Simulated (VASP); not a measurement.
A run of VASP 6.6.1:

INCAR

```
ALGO = Normal
DIPOL = 0.5 0.5 0.296
EDIFF = 1E-7
ENCUT = 520
GGA = PE
IDIPOL = 3
ISIF = 2
ISMEAR = 0
ISPIN = 2
LASPH = True
LCHARG = True
LDIPOL = True
LELF = True
LMAXMIX = 4
LORBIT = 11
LREAL = False
LVACPOTAV = True
LVHAR = True
LWAVE = False
MAGMOM = 0 0 0 0 0.45
NBANDS = 21
NELM = 150
PREC = Accurate
SIGMA = 0.1
```

KPOINTS

```
k-points
0
Gamma
  12 12 1
```

The input POSCAR:

```
MoH4
1.0
    3.1440864910      0.0000000000      0.0000000000
    0.0000000000      3.1440864910      0.0000000000
    0.0000000000      0.0000000000     24.8414926000
H Mo
4 1
Direct
    0.6807073404      0.0000000000      0.2882957396
    0.3192926596      0.0000000000      0.2882957396
    0.0000000000      0.6807073404      0.2882957396
    0.0000000000      0.3192926596      0.2882957396
    0.5000000000      0.5000000000      0.3249440264
```

Potentials or basis: VASP PAW PBE potentials, release 64 (H, Mo_sv).

Command:

```bash
$ cat potpaw_PBE.64/H/POTCAR potpaw_PBE.64/Mo_sv/POTCAR > POTCAR
$ mpirun -np 1 vasp_std > vasp.out
```

Hardware: 1 thread of Intel(R) Xeon(R) 6975P-C (Granite Rapids), with other jobs on the host.

Problem. Estimate the wall time of this run.

Solution. Run time: 5.9 min on 1 thread of Intel(R) Xeon(R) 6975P-C (Granite Rapids) (shared host), peak memory 0.53 GiB. Counts: scf iterations 37, k points 28.
